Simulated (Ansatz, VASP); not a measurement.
## Hf4Br in VASP and in Ansatz

INCAR

```
PREC = Accurate
ENCUT = 520
EDIFF = 1E-6
ISMEAR = 0
SIGMA = 0.1
LREAL = False
LASPH = True
NELM = 100
ALGO = Normal
ISIF = 2
LWAVE = False
LCHARG = False
GGA = PE
NBANDS = 32
```

Contents of KPOINTS:

```
Automatic mesh
0
Gamma
  4 4 4
```

POSCAR

```
Hf4Br
1.0
    0.0000000000      4.0724586400      4.0724586400
    4.0724586400      0.0000000000      4.0724586400
    4.0724586400      4.0724586400      0.0000000000
Hf Br
4 1
Direct
    0.3637677600      0.3637677600      0.3637677600
    0.3637677600      0.3637677600      0.9086967300
    0.3637677600      0.9086967300      0.3637677600
    0.9086967300      0.3637677600      0.3637677600
    0.7500000000      0.7500000000      0.7500000000
```

Input for Ansatz:

```yaml
crystal:
  lattice:
    - [0.0, 4.07245864, 4.07245864]
    - [4.07245864, 0.0, 4.07245864]
    - [4.07245864, 4.07245864, 0.0]
  atoms:
    - { symbol: Hf, position: [0.36376776, 0.36376776, 0.36376776] }
    - { symbol: Hf, position: [0.36376776, 0.36376776, 0.90869673] }
    - { symbol: Hf, position: [0.36376776, 0.90869673, 0.36376776] }
    - { symbol: Hf, position: [0.90869673, 0.36376776, 0.36376776] }
    - { symbol: Br, position: [0.75, 0.75, 0.75] }
basis:
  ecutwfc: 420
kpoints:
  mp_grid: { grid: [4, 4, 4] }
hamiltonian:
  xc: pbe
scf:
  occupations: { method: gaussian, width: 0.1 }
  lower_state_search: "off"
output:
  forces: true
  stress: true
  eigenvalues: true
```

Alike in both runs: task single point; functional PBE; k mesh 4 × 4 × 4; occupations gaussian, width 0.1 eV; no spin polarisation.

```csv
,VASP,Ansatz
version,VASP 6.6.1,Ansatz 0.2.0
potentials or method,"VASP PAW PBE potentials, release 64 (Hf_pv, Br), cutoff 520 eV","scalar-relativistic, plane waves, PAW"
valence electrons in the cell,47,111
```

VASP gave:

```
gap on the k mesh at the Fermi level (eV) : none
pressure (GPa)                            : 8.0
rms of the force components (eV/Å)        : 1.973
```

Task: Estimate Ansatz's values.

Result: gap on the k mesh at the Fermi level (eV): none; pressure (GPa): 8.3; rms of the force components (eV/Å): 2.064.

Atom by atom the forces differ by 0.091 eV/Å (rms over components). A gap of «none» marks a metal or a gap that the smearing closes. With one functional, cell and mesh, what is left measures potentials, basis and numerics. VASP's potentials hold 47 valence electrons a cell and Ansatz's 111, so a difference there can come from the potentials and not from the codes.

Spin-orbit coupling is off throughout.
